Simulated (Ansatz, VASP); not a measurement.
# NaCl in VASP and in Ansatz

INCAR

```
ALGO = Normal ; EDIFF = 1E-6
ENCUT = 520 ; GGA = PE
ISIF = 2 ; ISMEAR = 0
LASPH = T ; LCHARG = F
LREAL = F ; LWAVE = F
NBANDS = 14 ; NELM = 60
PREC = Accurate ; SIGMA = 0.05
```

The input KPOINTS:

```
k-points
0
Gamma
  8 8 8
```

Contents of POSCAR:

```
NaCl
1.0
    0.0000000000      2.7699040139      2.7699040139
    2.7699040139      0.0000000000      2.7699040139
    2.7699040139      2.7699040139      0.0000000000
Na Cl
1 1
Direct
    0.0000000000      0.0000000000      0.0000000000
    0.5000000000      0.5000000000      0.5000000000
```

Input for Ansatz:

```yaml
crystal:
  lattice:
    - [0.0, 2.7699040139, 2.7699040139]
    - [2.7699040139, 0.0, 2.7699040139]
    - [2.7699040139, 2.7699040139, 0.0]
  atoms:
    - { symbol: Na, position: [0.0, 0.0, 0.0] }
    - { symbol: Cl, position: [0.5, 0.5, 0.5] }
basis:
  ecutwfc: 420
  ecutrho_ratio: 4
kpoints:
  mp_grid: { grid: [8, 8, 8] }
hamiltonian:
  xc: pbe
scf:
  occupations: { method: gaussian, width: 0.05 }
output:
  forces: true
  stress: true
  eigenvalues: true
```

Alike in both runs: task single point; functional PBE; k mesh 8 × 8 × 8; occupations gaussian, width 0.05 eV; no spin polarisation.

|  | VASP | Ansatz |
| --- | --- | --- |
| version | VASP 6.6.1 | Ansatz 0.2.0 |
| potentials or method | VASP PAW PBE potentials, release 64 (Na_pv, Cl), cutoff 520 eV | scalar-relativistic, plane waves, PAW |
| valence electrons in the cell | 14 | 16 |

```csv
,VASP,Ansatz,Ansatz less VASP
gap on the k mesh at the Fermi level (eV),5.32,5.32,0.000
least direct gap on the mesh (eV),5.32,5.32,0.000
pressure (GPa),2.4,2.4,+0.02
```

VASP's potentials hold 14 valence electrons a cell and Ansatz's 16, so a difference there can come from the potentials and not from the codes.
